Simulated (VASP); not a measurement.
## AlN: single point with PBE

AlN:

```xyz
8
Lattice="-3.1302 0.0000 0.0000 0.0000 0.0000 -5.0180 0.0000 -5.4217 0.0000" Properties=species:S:1:pos:R:3 pbc="T T T"
Al   -1.6384   -0.8791   -5.0623
Al   -0.0733   -3.5899   -5.0623
Al   -0.0733   -1.7827   -2.5533
Al   -1.6384   -4.4935   -2.5533
N    -1.6384   -0.8791   -3.1478
N     0.5132   -3.7865   -2.7236
N    -0.0733   -1.7827   -0.6388
N    -1.6384   -4.4935   -0.6388
```

This cell differs from its parent crystal: atom 6 moved 0.75 Å.

```json
{
 "Program": "VASP 6.6.1",
 "Task": "single point",
 "Functional": "PBE",
 "Potentials or basis": "VASP PAW PBE potentials, release 64 (Al, N)",
 "Cutoff": "600 eV",
 "k mesh": "8 × 4 × 4",
 "Occupations": "gaussian, width 0.05 eV",
 "Spin": "no spin polarisation"
}
```

```json
{
 "Pressure": "37.8 GPa",
 "Largest force": "58.328 eV/Å",
 "Band gap on the k mesh": "2.98 eV, direct"
}
```

Forces in eV/Å, atoms in the order of the input:
```
Al    0.058   0.314   0.095
Al    0.697  -0.540  -0.587
Al    0.770  -1.109   0.426
Al   43.336 -30.830   8.585
N     0.570  -0.833  -0.097
N   -46.354  33.487 -11.497
N    -0.198  -0.008   0.727
N     1.121  -0.481   2.347
```

Stress tensor (GPa, compression positive):
```
 72.65 -58.25  13.42
-58.25  37.47 -10.47
 13.42 -10.47   3.17
```

Levels at points of the mesh, in eV from the valence-band top:
```tsv
k point	band 14	band 15	band 16	band 17	band 18	band 19
(0.00, 0.00, 0.00)	-0.96	-0.57	0.00	2.98	5.02	5.82
(0.50, 0.00, 0.00)	-2.27	-1.52	-0.91	4.38	5.12	5.84
(0.00, 0.50, 0.00)	-1.00	-0.90	-0.78	4.08	5.25	5.47
(0.50, 0.50, 0.00)	-1.52	-1.14	-0.52	4.22	4.97	5.92
(0.00, 0.00, 0.50)	-0.94	-0.91	-0.04	4.27	4.67	6.50
(0.50, 0.00, 0.50)	-1.37	-1.18	-0.97	4.23	5.04	5.41
(0.00, 0.50, 0.50)	-1.45	-1.11	-0.99	4.56	5.45	5.88
(0.50, 0.50, 0.50)	-1.75	-1.43	-0.76	3.87	4.35	4.92
```

Wall time 2.5 min on 1 thread of AMD EPYC 7R43 64-Core Processor (Zen 3) (shared host), peak memory 0.26 GiB.

Caveat: the cell differs from its parent crystal (atom 6 moved 0.75 Å); forces of over 1 eV/Å act on the atoms, so gaps and moduli don't describe the material at rest. A k mesh can miss the band edges.
